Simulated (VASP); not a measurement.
# Os (R-3m) in VASP: notebook

Runs on Os. Level: r2SCAN. Tasks: single point.

Everything below comes from runs of VASP 6.6.1. Logs are shortened: lines on timing, memory, paths and dates and some standing lists are left out, and cuts for length are marked.

### 1 The cell of the first run

Symmetry: R-3m, No. 166, trigonal system. The conventional cell has a = 2.183 Å, b = 2.183 Å, c = 10.695 Å, α = 90.00°, β = 90.00°, γ = 120.00°. Os (site symmetry -3m) has 6 Os at 2.18 Å within 2.9 Å.

### 2 Single point, r2SCAN

POSCAR

```
Os
1.0
    1.0291650154      2.5729125384      2.5729125384
    2.5729125384      1.0291650154      2.5729125384
    2.5729125384      2.5729125384      1.0291650154
Os
1
Direct
    0.0000000000      0.0000000000      0.0000000000
```

INCAR.step1

```
SYSTEM = Os
PREC = Accurate
ENCUT = 520
ISMEAR = 0
SIGMA = 0.15
LREAL = .False.
LASPH = .True.
NELM = 60
NBANDS = 10
GGA = PE
ALGO = Normal
EDIFF = 1E-4
LWAVE = .True.
LCHARG = .False.
```

INCAR.step2

```
SYSTEM = Os
PREC = Accurate
ENCUT = 520
EDIFF = 1E-7
ISMEAR = 0
SIGMA = 0.15
LREAL = .False.
LASPH = .True.
NELM = 60
ALGO = Normal
ISIF = 2
LWAVE = .False.
LCHARG = .True.
METAGGA = R2SCAN
LMIXTAU = .True.
LELF = .True.
LVHAR = .True.
NBANDS = 10
ISTART = 1
```

KPOINTS

```
regular mesh
0
Gamma
  24 24 24
  0 0 0
```

Potentials or basis: VASP PAW PBE potentials, release 64 (Os).

Started as:

```
$ cat potpaw_PBE.64/Os/POTCAR > POTCAR
$ cp INCAR.step1 INCAR
$ mpirun -np 1 vasp_std > vasp.out
$ cp INCAR.step2 INCAR
$ mpirun -np 1 vasp_std > vasp.out
```

OUTCAR:

```text
SYSTEM = Os
   PREC = Accurate
   ENCUT = 520
   EDIFF = 1E-7
   ISMEAR = 0
   LREAL = .False.
   LASPH = .True.
   NELM = 60
   ISIF = 2
   METAGGA = R2SCAN
   ISTART = 1

 ion  position               nearest neighbor table
   1  0.000  0.000  0.000-

  LATTYP: Found a trigonal (rhomboedric) cell.
 ALAT       =     3.7813937231
 COS(alpha) =     0.8333333333

  Lattice vectors:

 A1 = (   1.0291650154,   2.5729125384,   2.5729125384)
 A2 = (   2.5729125384,   1.0291650154,   2.5729125384)
 A3 = (   2.5729125384,   2.5729125384,   1.0291650154)

Analysis of symmetry for initial positions (statically):
=====================================================================
 Subroutine PRICEL returns:
 Original cell was already a primitive cell.

 Routine SETGRP: Setting up the symmetry group for a
 trigonal (rhombohedral) supercell.

 Subroutine GETGRP returns: Found 12 space group operations
 (whereof 12 operations were pure point group operations)
 out of a pool of 12 trial point group operations.

The static configuration has the point symmetry D_3d.

Analysis of symmetry for dynamics (positions and initial velocities):
=====================================================================
 Subroutine PRICEL returns:
 Original cell was already a primitive cell.

 Routine SETGRP: Setting up the symmetry group for a
 trigonal (rhombohedral) supercell.

 Subroutine GETGRP returns: Found 12 space group operations
 (whereof 12 operations were pure point group operations)
 out of a pool of 12 trial point group operations.

The dynamic configuration has the point symmetry D_3d.

 Subroutine INISYM returns: Found 12 space group operations
 (whereof 12 operations are pure point group operations),
 and found     1 'primitive' translations

----------------------------------------------------------------------------------------

                                     Primitive cell

  volume of cell :      14.7160

  direct lattice vectors                    reciprocal lattice vectors
     1.029165015  2.572912538  2.572912538    -0.377868353  0.269905966  0.269905966
     2.572912538  1.029165015  2.572912538     0.269905966 -0.377868353  0.269905966
     2.572912538  2.572912538  1.029165015     0.269905966  0.269905966 -0.377868353

  length of vectors
     3.781393723  3.781393723  3.781393723     0.537106091  0.537106091  0.537106091

  position of ions in fractional coordinates (direct lattice)
     0.000000000  0.000000000  0.000000000

  ion indices of the primitive-cell ions
   primitive index   ion index
                 1           1

----------------------------------------------------------------------------------------

 KPOINTS: regular mesh

Automatic generation of k-mesh.
 Grid dimensions read from file:
 generate k-points for:   24   24   24

 Generating k-lattice:

  Cartesian coordinates                     Fractional coordinates (reciprocal lattice)
    -0.015744515  0.011246082  0.011246082     0.041666667  0.000000000 -0.000000000
     0.011246082 -0.015744515  0.011246082     0.000000000  0.041666667 -0.000000000
     0.011246082  0.011246082 -0.015744515     0.000000000  0.000000000  0.041666667

  Length of vectors
     0.022379420  0.022379420  0.022379420

  Shift w.r.t. Gamma in fractional coordinates (k-lattice)
     0.000000000  0.000000000  0.000000000

 Subroutine IBZKPT returns following result:
 ===========================================

 Found   1313 irreducible k-points:

 Following reciprocal coordinates:
            Coordinates               Weight
  0.000000  0.000000  0.000000      1.000000
  0.041667  0.000000  0.000000      6.000000
  0.083333 -0.000000  0.000000      6.000000
  0.125000  0.000000  0.000000      6.000000
  0.166667 -0.000000 -0.000000      6.000000
  0.208333  0.000000  0.000000      6.000000
[... 16 lines left out ...]
  0.416667  0.041667  0.000000     12.000000
  0.458333  0.041667  0.000000     12.000000
 [... further k-points ...]
   k-points           NKPTS =   1313   k-points in BZ     NKDIM =   1313   number of bands    NBANDS=     10
   number of dos      NEDOS =    301   number of ions     NIONS =      1
   total plane-waves  NPLWV =  21952
   dimension x,y,z NGX =    28 NGY =   28 NGZ =   28
   dimension x,y,z NGXF=    56 NGYF=   56 NGZF=   56
   ions per type =               1
   NGX,Y,Z   is equivalent  to a cutoff of  12.31, 12.31, 12.31 a.u.
   NGXF,Y,Z  is equivalent  to a cutoff of  24.62, 24.62, 24.62 a.u.
 SYSTEM =  Os
   PREC   = accura    normal or accurate (medium, high low for compatibility)
   ISTART =      1    job   : 0-new  1-cont  2-samecut
   ICHARG =      0    charge: 1-file 2-atom 10-const
   ISPIN  =      1    spin polarized calculation?
   LNONCOLLINEAR =      F non collinear calculations
   LSORBIT =      F    spin-orbit coupling
   LASPH  =      T    aspherical Exc in radial PAW
   ENCUT  =  520.0 eV  38.22 Ry    6.18 a.u.   7.03  7.03  7.03*2*pi/ulx,y,z
   NELM   =     60;   NELMIN=  2; NELMDL=  0     # of ELM steps
   EDIFF  = 0.1E-06   stopping-criterion for ELM
   LREAL  =      F    real-space projection
   EDIFFG = 0.1E-05   stopping-criterion for IOM
   NSW    =      0    number of steps for IOM
   IBRION =     -1    ionic relax: 0-MD 1-quasi-New 2-CG
   NFREE  =      0    steps in history (QN), initial steepest desc. (CG)
   ISIF   =      2    stress and relaxation
   ISYM   =      2    0-nonsym 1-usesym 2-fastsym
   POTIM  = 0.5000    time-step for ionic-motion
   TEBEG  =    0.0;   TEEND  =   0.0 temperature during run
   PSTRESS=    0.0 pullay stress
   NELECT =       8.0000    total number of electrons
   NUPDOWN=      -1.0000    fix difference up-down
   EMIN   =  10.00;   EMAX   =-10.00  energy-range for DOS
   EFERMI =   0.00;   METHOD = LEGACY
   ISMEAR =     0;   SIGMA  =   0.15  broadening in eV -4-tet -1-fermi 0-gaus
   EFERMI_NEDOS =   21; number of points for ismear=-14 and -15
   IALGO  =     38    algorithm
   IMIX   =      4    mixing-type and parameters
     AMIX     =   0.40;   BMIX     =  1.00
     AMIX_MAG =   1.60;   BMIX_MAG =  1.00
  volume/ion in A,a.u.               =      14.72        99.31
  Fermi-wavevector in a.u.,A,eV,Ry     =   1.336109  2.524880 24.288947  1.785187
  Thomas-Fermi vector in A             =   2.464761
   LORBIT       =      0    0 simple, 1 ext, 2 COOP (PROOUT), +10 PAW based schemes
   METAGGA = R2SCAN    functional components
   LHFCALC =     F    Hartree Fock is set to
   AEXX    =    0.0000 exact exchange contribution
   IVDW    =     0    specifies the selected vdW correction
   LEPSILON=     F    determine dielectric tensor
   LRPA    =     F    only Hartree local field effects (RPA)
 non-spin polarized calculation
 Gauss-broadening in eV      SIGMA  =   0.15
  energy-cutoff  :      520.00
  volume of cell :       14.72
 maximum number of plane-waves:       407
   NGX = 15   NGY = 15   NGZ = 15

 number of electron       7.9999999 magnetization

 Free energy of the ion-electron system (eV)
  ---------------------------------------------------
  ext. energy  EPLUGINS =         0.00000000
  ---------------------------------------------------
  free energy    TOTEN  =       -46.69014115 eV

  energy without entropy =      -46.68116191  energy(sigma->0) =      -46.68565153

 E-fermi :   8.5769     XC(G=0): -14.1635

 val. band max:        8.5753993254   @ k =   0.5000   0.4583   0.0417
 cond. band min:       8.5819011954   @ k =  -0.4167   0.2917   0.0833
 fundamental gap:      0.0065018700
 Fermi energy:         8.5769023510

 k-point     1 :       0.0000    0.0000    0.0000
  band No.  band energies     occupation
      1      -3.2772      2.00000
      2       0.9124      2.00000
      3       4.0309      2.00000
      4       4.0309      2.00000
      5      12.7312      0.00000
      6      12.7312      0.00000
      7      13.1665      0.00000
      8      24.2049      0.00000
      9      27.0416      0.00000
     10      37.8695      0.00000

 k-point     2 :       0.0417    0.0000    0.0000
  band No.  band energies     occupation
      1      -3.0830      2.00000
      2       0.9844      2.00000
      3       3.8792      2.00000
      4       4.1854      2.00000
      5      11.3254      0.00000
      6      12.6712      0.00000
      7      14.5382      0.00000
      8      24.2449      0.00000
      9      27.4223      0.00000
     10      37.9919      0.00000

 k-point     3 :       0.0833   -0.0000    0.0000
  band No.  band energies     occupation
      1      -2.5329      2.00000
      2       1.1977      2.00000
      3       3.4865      2.00000
      4       4.6453      2.00000
      5       9.7320      0.00000
      6      12.4981      0.00000
      7      16.0192      0.00000
      8      24.3739      0.00000
      9      28.5202      0.00000
     10      37.6393      0.00000

 k-point     4 :       0.1250    0.0000    0.0000
  band No.  band energies     occupation
      1      -1.7530      2.00000
      2       1.5365      2.00000
      3       3.0544      2.00000
      4       5.3994      2.00000
      5       8.1780      1.99983
      6      12.2306      0.00000
      7      17.3543      0.00000
      8      24.6158      0.00000
      9      30.2167      0.00000
     10      35.7218      0.00000

 k-point     5 :       0.1667   -0.0000   -0.0000
  band No.  band energies     occupation
      1      -1.0757      2.00000
      2       1.9430      2.00000
      3       3.0231      2.00000
      4       6.4295      2.00000
      5       6.7018      2.00000
      6      11.8955      0.00000
      7      18.4683      0.00000
      8      24.9916      0.00000
      9      32.2739      0.00000
     10      34.0054      0.00000

 k-point     6 :       0.2083    0.0000    0.0000
  band No.  band energies     occupation
      1      -0.9906      2.00000
      2       2.4550      2.00000
      3       3.8483      2.00000
      4       5.3483      2.00000
      5       7.7091      2.00000
      6      11.5226      0.00000
      7      19.3051      0.00000
      8      25.4826      0.00000
      9      32.1058      0.00000
     10      34.4231      0.00000
[... 183 lines left out ...]
 k-point    21 :       0.3333    0.0417    0.0000
  band No.  band energies     occupation
      1      -2.1708      2.00000
      2       2.2088      2.00000
      3       4.9128      2.00000
      4       7.7324      2.00000
      5      10.3933      0.00000
      6      12.2337      0.00000
      7      20.0412      0.00000
      8      26.7570      0.00000
      9      27.8514      0.00000
     10      33.2931      0.00000

 k-point    22 :       0.3750    0.0417   -0.0000
  band No.  band energies     occupation
      1      -2.7322      2.00000
      2       1.4352      2.00000
      3       5.7791      2.00000
      4       9.6271      0.00000
      5      10.0767      0.00000
      6      13.9828      0.00000
      7      20.2145      0.00000
      8      25.9043      0.00000
      9      27.2519      0.00000
     10      33.4367      0.00000

 k-point    23 :       0.4167    0.0417    0.0000
  band No.  band energies     occupation
      1      -3.1790      2.00000
      2       0.8176      2.00000
      3       6.6454      2.00000
      4       9.8093      0.00000
      5      11.3069      0.00000
      6      15.5086      0.00000
      7      20.4745      0.00000
      8      24.8355      0.00000
      9      27.1522      0.00000
     10      33.6904      0.00000

 k-point    24 :       0.4583    0.0417    0.0000
  band No.  band energies     occupation
      1      -3.4870      2.00000
      2       0.3948      2.00000
      3       7.3699      2.00000
      4       9.6334      0.00000
      5      12.4688      0.00000
      6      16.6176      0.00000
      7      20.9631      0.00000
      8      24.1191      0.00000
      9      27.1244      0.00000
     10      33.7771      0.00000

 [... further k-points ...]
[... 5 lines left out ...]
  --------------------------------------------------------------------------------------
  -------------------------------------------------------------------------------------
  Total       20.2268333     20.2268333     20.2268333     -9.9892037     -9.9892037     -9.9892037
  in kB     2202.1640309   2202.1640309   2202.1640309  -1087.5585350  -1087.5585350  -1087.5585350
  external PRESSURE =    2202.1640309 kB  Pullay stress =       0.0000000 kB

 VOLUME and BASIS-vectors are now :
 -----------------------------------------------------------------------------
  energy-cutoff  :      520.00
  volume of cell :       14.72
      direct lattice vectors                 reciprocal lattice vectors
     1.029165015  2.572912538  2.572912538    -0.377868353  0.269905966  0.269905966
     2.572912538  1.029165015  2.572912538     0.269905966 -0.377868353  0.269905966
     2.572912538  2.572912538  1.029165015     0.269905966  0.269905966 -0.377868353

 POSITION                                       TOTAL-FORCE (eV/Angst)
 -----------------------------------------------------------------------------------
      0.00000      0.00000      0.00000        -0.000000      0.000000     -0.000000
 -----------------------------------------------------------------------------------
    total drift:                               -0.000000     -0.000000     -0.000000

  FREE ENERGIE OF THE ION-ELECTRON SYSTEM (eV)
  ---------------------------------------------------
  free  energy   TOTEN  =       -46.6901411520 eV

  energy  without entropy=      -46.6811619127  energy(sigma->0) =      -46.68565153
```

Wall time 27 min (1 thread of Intel Xeon 8259CL, shared host); peak memory 0.35 GiB.

Results:

```yaml
Free_energy: -46.6901 eV
Pressure: 220.2 GPa
Band_gap_on_the_k_mesh: zero (bands 4 and 5 overlap by 4.87 eV)
```

Levels at points of the mesh, in eV from the Fermi level:
```csv
k point,band 2,band 3,band 4,band 5,band 6,band 7
"(0.00, 0.00, 0.00)",-7.66,-4.55,-4.55,4.15,4.15,4.59
"(0.50, 0.00, 0.00)",-8.46,-0.79,1.24,4.72,8.89,12.44
"(0.50, 0.50, 0.00)",-8.79,0.31,1.42,5.78,8.89,9.90
"(0.50, 0.50, 0.50)",-4.55,-4.55,-3.26,-3.07,4.21,4.21
```

Caveat: the cell stands under pressure; the PAW data sets were made with another functional, which shifts forces and pressure a little; spin-orbit coupling is left out, which moves the levels of the heavy elements.

### 3 Single point, r2SCAN

This run uses another cell than the first one, of the same volume but with other edges.

POSCAR

```
Os
1.0
   -0.4215090416      1.7587101392      1.7587101392
    1.7587101392     -0.4215090416      1.7587101392
    1.7587101392      1.7587101392     -0.4215090416
Os
1
Direct
    0.0000000000      0.0000000000      0.0000000000
```

INCAR.step1

```
PREC = Accurate
ENCUT = 520
ISMEAR = 0
SIGMA = 0.15
LREAL = False
LASPH = True
NELM = 60
NBANDS = 10
GGA = PE
ALGO = Normal
EDIFF = 1E-4
LWAVE = True
LCHARG = False
```

INCAR.step2

```
PREC = Accurate
ENCUT = 520
EDIFF = 1E-6
ISMEAR = 0
SIGMA = 0.15
LREAL = False
LASPH = True
NELM = 60
ALGO = Normal
ISIF = 2
LWAVE = False
LCHARG = False
METAGGA = R2SCAN
LMIXTAU = True
NBANDS = 10
ISTART = 1
```

KPOINTS

```
regular mesh
0
Gamma
  24 24 24
```

Potentials or basis: VASP PAW PBE potentials, release 64 (Os).

Started as:

```
$ cat potpaw_PBE.64/Os/POTCAR > POTCAR
$ cp INCAR.step1 INCAR
$ mpirun -np 1 vasp_std > vasp.out
$ cp INCAR.step2 INCAR
$ mpirun -np 1 vasp_std > vasp.out
```

It took 8.1 min on 1 thread of Intel Xeon 8259CL, shared host; peak memory 0.31 GiB.

Results (log left out):

```
Free energy            : -51.5303 eV
Pressure               : 23.0 GPa
Band gap on the k mesh : zero (bands 4 and 5 overlap by 6.31 eV)
```

Stress tensor (GPa, compression positive):
```
23.00 16.58 16.58
16.58 23.00 16.58
16.58 16.58 23.00
```

Levels at points of the mesh, in eV from the Fermi level:
| k point | band 1 | band 2 | band 3 | band 4 | band 5 | band 6 | band 7 | band 8 |
| --- | --- | --- | --- | --- | --- | --- | --- | --- |
| (0.00, 0.00, 0.00) | -11.23 | -6.22 | -6.22 | 0.86 | 1.03 | 1.03 | 14.60 | 18.18 |
| (0.50, 0.00, 0.00) | -8.03 | -5.95 | -1.47 | -0.46 | 0.63 | 0.71 | 8.46 | 16.84 |
| (0.50, 0.50, 0.00) | -8.05 | -6.92 | 0.49 | 0.80 | 2.58 | 4.44 | 8.17 | 13.14 |
| (0.50, 0.50, 0.50) | -7.86 | -5.15 | -5.15 | 4.14 | 4.14 | 4.21 | 11.50 | 14.80 |

Caveat: the cell stands under pressure; the PAW data sets were made with another functional, which shifts forces and pressure a little; spin-orbit coupling is left out, which moves the levels of the heavy elements.
